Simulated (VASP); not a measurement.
# LiNbO3 (R-3c) in VASP: single point with PBE

Aim: the single point of LiNbO3 with PBE.

All numbers are computed with VASP 6.6.1; they aren't measurements. Logs are shortened: lines on timing, memory, paths and dates and some standing lists are left out, and cuts for length are marked.

## Step 1: The cell of the first run

The structure is trigonal, space group R-3c (No. 167). Conventional cell: a = 5.138 Å, b = 5.138 Å, c = 13.499 Å, α = 90.00°, β = 90.00°, γ = 120.00°. Within 2.6 Å of Li (site symmetry 32) lie 3 O at 1.92 Å. Within 2.6 Å of Nb (site symmetry -3) lie 6 O at 1.97 Å. O (site symmetry 2) has 1 Li at 1.92 Å and 2 Nb at 1.97 Å within 2.6 Å.

## Step 2: Single point, PBE

INCAR reads:

```
SYSTEM = LiNbO3
PREC = Accurate
ENCUT = 520
EDIFF = 1E-6
ISMEAR = 0
SIGMA = 0.05
LREAL = Auto
LASPH = .TRUE.
NELM = 80
ALGO = Normal
ISIF = 2
LWAVE = .FALSE.
LCHARG = .FALSE.
GGA = PE
NBANDS = 162
LUSENCCL = .FALSE.
```

KPOINTS reads:

```
regular mesh
0
G
  3 3 3
  0 0 0
```

POSCAR reads:

```
LiNbO3
1.0
   -5.1378000000     -2.9663100000      4.4995670000
    5.1378000000     -2.9663100000      4.4995670000
    0.0000000000      5.9326200000      4.4995670000
Li Nb O
8 8 24
Direct
    0.2500000000      0.2500000000      0.2500000000
    0.7500000000      0.7500000000      0.2500000000
    0.7500000000      0.2500000000      0.7500000000
    0.2500000000      0.7500000000      0.7500000000
    0.7500000000      0.2500000000      0.2500000000
    0.2500000000      0.7500000000      0.2500000000
    0.2500000000      0.2500000000      0.7500000000
    0.7500000000      0.7500000000      0.7500000000
    0.0000000000      0.0000000000      0.0000000000
    0.5000000000      0.5000000000      0.0000000000
    0.5000000000      0.0000000000      0.5000000000
    0.0000000000      0.5000000000      0.5000000000
    0.5000000000      0.0000000000      0.0000000000
    0.0000000000      0.5000000000      0.0000000000
    0.0000000000      0.0000000000      0.5000000000
    0.5000000000      0.5000000000      0.5000000000
    0.5628250000      0.4371750000      0.2500000000
    0.0628250000      0.9371750000      0.2500000000
    0.0628250000      0.4371750000      0.7500000000
    0.5628250000      0.9371750000      0.7500000000
    0.7500000000      0.0628250000      0.4371750000
    0.2500000000      0.5628250000      0.4371750000
    0.2500000000      0.0628250000      0.9371750000
    0.7500000000      0.5628250000      0.9371750000
    0.9371750000      0.2500000000      0.0628250000
    0.4371750000      0.7500000000      0.0628250000
    0.4371750000      0.2500000000      0.5628250000
    0.9371750000      0.7500000000      0.5628250000
    0.2500000000      0.4371750000      0.0628250000
    0.7500000000      0.9371750000      0.0628250000
    0.7500000000      0.4371750000      0.5628250000
    0.2500000000      0.9371750000      0.5628250000
    0.4371750000      0.0628250000      0.2500000000
    0.9371750000      0.5628250000      0.2500000000
    0.9371750000      0.0628250000      0.7500000000
    0.4371750000      0.5628250000      0.7500000000
    0.0628250000      0.2500000000      0.4371750000
    0.5628250000      0.7500000000      0.4371750000
    0.5628250000      0.2500000000      0.9371750000
    0.0628250000      0.7500000000      0.9371750000
```

Potentials or basis: VASP PAW PBE potentials, release 64 (Li_sv, Nb_sv, O).

Command:

```console
$ cat potpaw_PBE.64/Li_sv/POTCAR potpaw_PBE.64/Nb_sv/POTCAR potpaw_PBE.64/O/POTCAR > POTCAR
$ mpirun -np 1 vasp_std > vasp.out
```

OUTCAR:

```text
SYSTEM = LiNbO3
   PREC = Accurate
   ENCUT = 520
   EDIFF = 1E-6
   ISMEAR = 0
   LREAL = Auto
   LASPH = .TRUE.
   NELM = 80
   ISIF = 2
   GGA = PE

 ion  position               nearest neighbor table
   1  0.250  0.250  0.250-  29 1.92  37 1.92  33 1.92
   2  0.750  0.750  0.250-  30 1.92  38 1.92  34 1.92
   3  0.750  0.250  0.750-  31 1.92  39 1.92  35 1.92
   4  0.250  0.750  0.750-  32 1.92  40 1.92  36 1.92
   5  0.750  0.250  0.250-  21 1.92  25 1.92  17 1.92
   6  0.250  0.750  0.250-  22 1.92  26 1.92  18 1.92
   7  0.250  0.250  0.750-  23 1.92  27 1.92  19 1.92
   8  0.750  0.750  0.750-  24 1.92  28 1.92  20 1.92
   9  0.000  0.000  0.000-  18 1.97  35 1.97  30 1.97  23 1.97  25 1.97  40 1.97
  10  0.500  0.500  0.000-  17 1.97  36 1.97  29 1.97  24 1.97  26 1.97  39 1.97
  11  0.500  0.000  0.500-  20 1.97  33 1.97  32 1.97  21 1.97  27 1.97  38 1.97
  12  0.000  0.500  0.500-  19 1.97  34 1.97  31 1.97  22 1.97  28 1.97  37 1.97
  13  0.500  0.000  0.000-  20 1.97  33 1.97  26 1.97  39 1.97  23 1.97  30 1.97
  14  0.000  0.500  0.000-  19 1.97  34 1.97  25 1.97  40 1.97  24 1.97  29 1.97
  15  0.000  0.000  0.500-  18 1.97  35 1.97  28 1.97  37 1.97  21 1.97  32 1.97
  16  0.500  0.500  0.500-  17 1.97  36 1.97  27 1.97  38 1.97  22 1.97  31 1.97
  17  0.563  0.437  0.250-   5 1.92  10 1.97  16 1.97
  18  0.063  0.937  0.250-   6 1.92   9 1.97  15 1.97
  19  0.063  0.437  0.750-   7 1.92  12 1.97  14 1.97
  20  0.563  0.937  0.750-   8 1.92  11 1.97  13 1.97
  21  0.750  0.063  0.437-   5 1.92  11 1.97  15 1.97
  22  0.250  0.563  0.437-   6 1.92  12 1.97  16 1.97
[... 16 lines left out ...]
  39  0.563  0.250  0.937-   3 1.92  13 1.97  10 1.97
  40  0.063  0.750  0.937-   4 1.92  14 1.97   9 1.97

  LATTYP: Found a trigonal (rhomboedric) cell.
 ALAT       =     7.4459443352
 COS(alpha) =     0.0477635223

  Lattice vectors:

 A1 = (  -5.1378000000,  -2.9663100000,   4.4995670000)
 A2 = (   5.1378000000,  -2.9663100000,   4.4995670000)
 A3 = (   0.0000000000,   5.9326200000,   4.4995670000)

Analysis of symmetry for initial positions (statically):
=====================================================================
 Subroutine PRICEL returns following result:

  LATTYP: Found a trigonal (rhomboedric) cell.
 ALAT       =     5.3893505315
 COS(alpha) =     0.5455861813

  Lattice vectors:

 A1 = (   2.5689000000,   1.4831550000,   4.4995670000)
 A2 = (  -2.5689000000,   1.4831550000,   4.4995670000)
 A3 = (   0.0000000000,  -2.9663100000,   4.4995670000)

   4 primitive cells build up your supercell.

 Routine SETGRP: Setting up the symmetry group for a
 trigonal (rhombohedral) supercell.

 Subroutine GETGRP returns: Found 12 space group operations
 (whereof  6 operations were pure point group operations)
 out of a pool of 12 trial point group operations.

The static configuration has the point symmetry S_6 .
 The point group associated with its full space group is D_3d.

Analysis of symmetry for dynamics (positions and initial velocities):
=====================================================================
 Subroutine PRICEL returns following result:

  LATTYP: Found a trigonal (rhomboedric) cell.
 ALAT       =     5.3893505315
 COS(alpha) =     0.5455861813

  Lattice vectors:

 A1 = (   2.5689000000,   1.4831550000,   4.4995670000)
 A2 = (  -2.5689000000,   1.4831550000,   4.4995670000)
 A3 = (   0.0000000000,  -2.9663100000,   4.4995670000)

   4 primitive cells build up your supercell.

 Routine SETGRP: Setting up the symmetry group for a
 trigonal (rhombohedral) supercell.

 Subroutine GETGRP returns: Found 12 space group operations
 (whereof  6 operations were pure point group operations)
 out of a pool of 12 trial point group operations.

The dynamic configuration has the point symmetry S_6 .
 The point group associated with its full space group is D_3d.

 Subroutine INISYM returns: Found 12 space group operations
 (whereof  6 operations are pure point group operations),
 and found     4 'primitive' translations

----------------------------------------------------------------------------------------

                                     Primitive cell

  volume of cell :     102.8622

  direct lattice vectors                    reciprocal lattice vectors
     2.568900000  1.483155000  4.499567000     0.194635836  0.112373061  0.074081202
    -2.568900000  1.483155000  4.499567000    -0.194635836  0.112373061  0.074081202
     0.000000000 -2.966310000  4.499567000     0.000000000 -0.224746121  0.074081202

  length of vectors
     5.389350532  5.389350532  5.389350444     0.236640736  0.236640736  0.236640748

  position of ions in fractional coordinates (direct lattice)
     0.250000000  0.250000000  0.250000000
     0.750000000  0.750000000  0.750000000
     0.000000000  0.000000000  0.000000000
     0.500000000  0.500000000  0.500000000
     0.124350000  0.375650000  0.750000000
     0.750000000  0.124350000  0.375650000
     0.375650000  0.750000000  0.124350000
     0.250000000  0.875650000  0.624350000
     0.875650000  0.624350000  0.250000000
     0.624350000  0.250000000  0.875650000

  ion indices of the primitive-cell ions
   primitive index   ion index
                 1           1
                 2           5
                 3           9
                 4          13
                 5          17
                 6          23
                 7          25
                 8          29
                 9          33
                10          37

----------------------------------------------------------------------------------------

 KPOINTS: regular mesh

Automatic generation of k-mesh.
 Grid dimensions read from file:
 generate k-points for:    3    3    3

 Generating k-lattice:

  Cartesian coordinates                     Fractional coordinates (reciprocal lattice)
    -0.032439306 -0.018728843  0.024693734     0.333333333  0.000000000  0.000000000
     0.032439306 -0.018728843  0.024693734     0.000000000  0.333333333  0.000000000
     0.000000000  0.037457687  0.024693734     0.000000000  0.000000000  0.333333333

  Length of vectors
     0.044864893  0.044864893  0.044864895

  Shift w.r.t. Gamma in fractional coordinates (k-lattice)
     0.000000000  0.000000000  0.000000000

 Subroutine IBZKPT returns following result:
 ===========================================

 Found      6 irreducible k-points:

 Following reciprocal coordinates:
            Coordinates               Weight
  0.000000  0.000000  0.000000      1.000000
  0.333333  0.000000  0.000000      6.000000
  0.333333  0.333333  0.000000      6.000000
 -0.333333  0.333333  0.000000      6.000000
  0.333333  0.333333  0.333333      2.000000
 -0.333333  0.333333  0.333333      6.000000
   k-points           NKPTS =      6   k-points in BZ     NKDIM =      6   number of bands    NBANDS=    162
   number of dos      NEDOS =    301   number of ions     NIONS =     40
   total plane-waves  NPLWV = 175616
   dimension x,y,z NGX =    56 NGY =   56 NGZ =   56
   dimension x,y,z NGXF=   112 NGYF=  112 NGZF=  112
   ions per type =               8   8  24
   NGX,Y,Z   is equivalent  to a cutoff of  12.50, 12.50, 12.50 a.u.
   NGXF,Y,Z  is equivalent  to a cutoff of  25.01, 25.01, 25.01 a.u.
 SYSTEM =  LiNbO3
   PREC   = accura    normal or accurate (medium, high low for compatibility)
   ISTART =      0    job   : 0-new  1-cont  2-samecut
   ICHARG =      2    charge: 1-file 2-atom 10-const
   ISPIN  =      1    spin polarized calculation?
   LNONCOLLINEAR =      F non collinear calculations
   LSORBIT =      F    spin-orbit coupling
   LASPH  =      T    aspherical Exc in radial PAW
   ENCUT  =  520.0 eV  38.22 Ry    6.18 a.u.  13.84 13.84 13.84*2*pi/ulx,y,z
   NELM   =     80;   NELMIN=  2; NELMDL= -5     # of ELM steps
   EDIFF  = 0.1E-05   stopping-criterion for ELM
   LREAL  =      T    real-space projection
   EDIFFG = 0.1E-04   stopping-criterion for IOM
   NSW    =      0    number of steps for IOM
   IBRION =     -1    ionic relax: 0-MD 1-quasi-New 2-CG
   NFREE  =      0    steps in history (QN), initial steepest desc. (CG)
   ISIF   =      2    stress and relaxation
   ISYM   =      2    0-nonsym 1-usesym 2-fastsym
   POTIM  = 0.5000    time-step for ionic-motion
   TEBEG  =    0.0;   TEEND  =   0.0 temperature during run
   PSTRESS=    0.0 pullay stress
   NELECT =     272.0000    total number of electrons
   NUPDOWN=      -1.0000    fix difference up-down
   EMIN   =  10.00;   EMAX   =-10.00  energy-range for DOS
   EFERMI =   0.00;   METHOD = LEGACY
   ISMEAR =     0;   SIGMA  =   0.05  broadening in eV -4-tet -1-fermi 0-gaus
   EFERMI_NEDOS =   21; number of points for ismear=-14 and -15
   IALGO  =     38    algorithm
   IMIX   =      4    mixing-type and parameters
     AMIX     =   0.40;   BMIX     =  1.00
     AMIX_MAG =   1.60;   BMIX_MAG =  1.00
  volume/ion in A,a.u.               =      10.29        69.41
  Fermi-wavevector in a.u.,A,eV,Ry     =   1.426130  2.694996 27.672180  2.033848
  Thomas-Fermi vector in A             =   2.546440
   LORBIT       =      0    0 simple, 1 ext, 2 COOP (PROOUT), +10 PAW based schemes
   GGA     = PE    functional components
   LHFCALC =     F    Hartree Fock is set to
   AEXX    =    0.0000 exact exchange contribution
   IVDW    =     0    specifies the selected vdW correction
   LEPSILON=     F    determine dielectric tensor
   LRPA    =     F    only Hartree local field effects (RPA)
 non-spin polarized calculation
 Gauss-broadening in eV      SIGMA  =   0.05
  energy-cutoff  :      520.00
  volume of cell :      411.45
 maximum number of plane-waves:     11094
   NGX = 27   NGY = 27   NGZ = 27

 number of electron     271.9999683 magnetization

 Free energy of the ion-electron system (eV)
  ---------------------------------------------------
  ext. energy  EPLUGINS =         0.00000000
  ---------------------------------------------------
  free energy    TOTEN  =      -318.33016484 eV

  energy without entropy =     -318.33016484  energy(sigma->0) =     -318.33016484

 E-fermi :   4.3187     XC(G=0): -10.9742

 val. band max:        4.0249754776   @ k =   0.0000   0.0000   0.0000
 cond. band min:       6.6947434721   @ k =   0.0000   0.0000   0.0000
 fundamental gap:      2.6697679944
 Fermi energy:         4.3187248218

 k-point     1 :       0.0000    0.0000    0.0000
  band No.  band energies     occupation
      1     -50.3215      2.00000
      2     -50.3152      2.00000
      3     -50.3152      2.00000
      4     -50.3152      2.00000
      5     -50.3090      2.00000
      6     -50.3090      2.00000
[... 895 lines left out ...]
    147       8.3838      0.00000
    148       8.5069      0.00000
 [bands above 148 left out]

------------------------ aborting loop because EDIFF is reached ----------------------------------------

  FORCE on cell =-STRESS in cart. coord.  units (eV):
  Direction    XX          YY          ZZ          XY          YZ          ZX
  --------------------------------------------------------------------------------------
  -------------------------------------------------------------------------------------
  Total       24.7070797     24.7070762     26.0552497     -0.0000000      0.0000000      0.0000000
  in kB       96.2091317     96.2091179    101.4588927     -0.0000000      0.0000000      0.0000000
  external PRESSURE =      97.9590475 kB  Pullay stress =       0.0000000 kB

 VOLUME and BASIS-vectors are now :
 -----------------------------------------------------------------------------
  energy-cutoff  :      520.00
  volume of cell :      411.45
      direct lattice vectors                 reciprocal lattice vectors
    -5.137800000 -2.966310000  4.499567000    -0.097317918 -0.056186530  0.074081202
     5.137800000 -2.966310000  4.499567000     0.097317918 -0.056186530  0.074081202
     0.000000000  5.932620000  4.499567000     0.000000000  0.112373061  0.074081202

 POSITION                                       TOTAL-FORCE (eV/Angst)
 -----------------------------------------------------------------------------------
      0.00000      0.00000      3.37468         0.000000     -0.000000      0.000000
      0.00000     -2.96631      7.87424         0.000000     -0.000000      0.000000
     -2.56890      1.48316      7.87424         0.000000     -0.000000      0.000000
      2.56890      1.48316      7.87424         0.000000     -0.000000      0.000000
     -2.56890     -1.48316      5.62446         0.000000     -0.000000      0.000000
      2.56890     -1.48316      5.62446         0.000000     -0.000000      0.000000
[... 32 lines left out ...]
     -1.60723      3.14881      7.87424        -0.057954     -0.100379      0.000000
      3.53057      3.14881      7.87424        -0.057954     -0.100379      0.000000
 -----------------------------------------------------------------------------------
    total drift:                               -0.000000      0.000000      0.000000

  FREE ENERGIE OF THE ION-ELECTRON SYSTEM (eV)
  ---------------------------------------------------
  free  energy   TOTEN  =      -318.3301648402 eV

  energy  without entropy=     -318.3301648402  energy(sigma->0) =     -318.33016484
```

Wall time 94 s (1 × NVIDIA H100 80GB with 1 thread of AMD EPYC 7R13 (Zen 3), shared host); peak memory 1.6 GiB.

What came out:

| Quantity | Value |
| --- | --- |
| Free energy | -318.3302 eV |
| Largest force | 0.116 eV/Å |
| Band gap on the k mesh | 2.67 eV |

Forces on the atoms (eV/Å):
```
Li   0.000  0.000  0.000
Li   0.000  0.000  0.000
Li   0.000  0.000  0.000
Li   0.000  0.000  0.000
Li   0.000  0.000  0.000
Li   0.000  0.000  0.000
Li   0.000  0.000  0.000
Li   0.000  0.000  0.000
Nb   0.000  0.000  0.000
Nb   0.000  0.000  0.000
Nb   0.000  0.000  0.000
Nb   0.000  0.000  0.000
Nb   0.000  0.000  0.000
Nb   0.000  0.000  0.000
Nb   0.000  0.000  0.000
Nb   0.000  0.000  0.000
O   -0.116  0.000  0.000
O   -0.116  0.000  0.000
O   -0.116  0.000  0.000
O   -0.116  0.000  0.000
O    0.058 -0.100  0.000
O    0.058 -0.100  0.000
O    0.058 -0.100  0.000
O    0.058 -0.100  0.000
O    0.058  0.100  0.000
O    0.058  0.100  0.000
O    0.058  0.100  0.000
O    0.058  0.100  0.000
O   -0.058  0.100  0.000
O   -0.058  0.100  0.000
O   -0.058  0.100  0.000
O   -0.058  0.100  0.000
O    0.116  0.000  0.000
O    0.116  0.000  0.000
O    0.116  0.000  0.000
O    0.116  0.000  0.000
O   -0.058 -0.100  0.000
O   -0.058 -0.100  0.000
O   -0.058 -0.100  0.000
O   -0.058 -0.100  0.000
```

Caveat: the cutoff is under 1.25 times the usual one of these potentials, so pressure, stress and relaxed cells hold a basis-set (Pulay) error. A k mesh can miss the band edges.
